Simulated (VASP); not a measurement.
A run of VASP 6.6.1:

Contents of INCAR:

```
  PREC = Accurate
  ENCUT = 520
  EDIFF = 1E-6
  ISMEAR = -1
  SIGMA = 0.1
  LREAL = Auto
  LASPH = T
  NELM = 100
  ALGO = Normal
  ISIF = 2
  LWAVE = F
  LCHARG = F
  GGA = PE
  NBANDS = 72
```

File KPOINTS:

```
Automatic mesh
0
Gamma
  3 3 3
```

POSCAR

```
Al32C
1.0
    8.1000000000      0.0000000000      0.0000000000
    0.0000000000      8.1000000000      0.0000000000
    0.0000000000      0.0000000000      8.1000000000
Al C
32 1
Direct
    0.5002593581      0.0021756220     -0.0019912234
    0.7490904497      0.2476681133     -0.0020145789
    0.7528912800      0.0030091151      0.2470485029
    0.0013220237      0.0015726732     -0.0013807638
    0.2480582000      0.2482961049     -0.0013736550
    0.4964461792      0.4967070329     -0.0027834339
    0.7529020024      0.7531625957     -0.0028064672
    0.2474302531      0.0021852332      0.2508454507
    0.4964576111      0.2468737130      0.2470459216
    0.7626176355      0.4870053780      0.2373259333
    0.4964572901      0.0029742063      0.5034828019
    0.7528917973      0.2468723406      0.5034813797
    0.7490923615      0.0021888652      0.7525127177
    0.0019568096      0.5005055946     -0.0020135640
    0.2474281910      0.7493551371     -0.0020015992
    0.0019578067      0.2476677003      0.2508466758
    0.2465919926      0.4967280899      0.2470601796
    0.4867710670      0.7627985828      0.2373880665
    0.0019420398      0.0021830544      0.4996845724
    0.2474452291      0.2476971650      0.4996850951
    0.4868304269      0.4871191662      0.5130962276
    0.7625739154      0.7628164143      0.5131710000
    0.2480583820      0.0015642971      0.7518873088
    0.5002574878      0.2477003417      0.7524912919
    0.7528808811      0.4967269829      0.7533421474
    0.0027459824      0.7531661020      0.2470342552
    0.0027248759      0.4967045012      0.5034963997
    0.2466034376      0.7531432614      0.5034730397
    0.0013149166      0.2482964420      0.7518871045
    0.2474400262      0.5005064660      0.7524996615
    0.4964649980      0.7531464790      0.7533296221
    0.0019489167      0.7493556033      0.7525155220
    0.6247809759      0.6249439255      0.3751840080
```

Potentials or basis: VASP PAW PBE potentials, release 64 (Al, C).

Command:

```bash
$ cat potpaw_PBE.64/Al/POTCAR potpaw_PBE.64/C/POTCAR > POTCAR
$ mpirun -np 1 vasp_std > vasp.out
```

Hardware: 1 thread of Intel(R) Xeon(R) Platinum 8488C (Sapphire Rapids), on a shared host.

**Question.** Estimate the wall time of this run.

**Answer.** Wall time 11 min on 1 thread of Intel(R) Xeon(R) Platinum 8488C (Sapphire Rapids) (shared host), peak memory 0.65 GiB. Counts: scf iterations 17, k points 14.
